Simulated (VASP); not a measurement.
Set up this calculation in VASP 6.6.1, as the native input.

```yaml
Task: single point
Functional: PBEsol
Potentials_or_basis: VASP PAW PBE potentials, release 64 (K_sv, Br)
Cutoff: 520 eV
k_mesh: 3 × 5 × 5
Occupations: fermi-dirac, width 0.08 eV
Spin: no spin polarisation
Dipole_correction: no
Further_INCAR_settings: ALGO = Normal; EDIFF = 1e-06; NBANDS = 24
```

The structure of KBr lies in POSCAR:

```
KBr
1.0
    0.0000000000      6.6000000000      6.6000000000
    3.3000000000      0.0000000000      3.3000000000
    3.3000000000      3.3000000000      0.0000000000
K Br
2 2
Direct
    0.0031921970     -0.0072050000      0.0043774242
    0.4965395455     -0.0017063636     -0.0033975758
    0.2456374242      0.5128272727      0.4994209091
    0.7544938636      0.4915331818      0.5000995455
```

The input as run:

INCAR

```
  PREC = Accurate
  ENCUT = 520
  EDIFF = 1E-6
  ISMEAR = -1
  SIGMA = 0.08
  LREAL = F
  LASPH = T
  NELM = 60
  ALGO = Normal
  ISIF = 2
  LWAVE = F
  LCHARG = F
  GGA = PS
  NBANDS = 24
```

KPOINTS

```
Automatic mesh
0
Gamma
  3 5 5
```

Potentials or basis: VASP PAW PBE potentials, release 64 (K_sv, Br).

Command:

```bash
$ cat potpaw_PBE.64/K_sv/POTCAR potpaw_PBE.64/Br/POTCAR > POTCAR
$ mpirun -np 1 vasp_std > vasp.out
```

It gave:

```
Pressure               : -0.3 GPa
Largest force          : 0.107 eV/Å
Band gap on the k mesh : 4.26 eV
```

Caveat: the PAW data sets were made with another functional, which shifts forces and pressure a little.

Run time: 71 s on 1 thread of Intel(R) Xeon(R) 6975P-C (Granite Rapids) (shared host), peak memory 0.34 GiB.
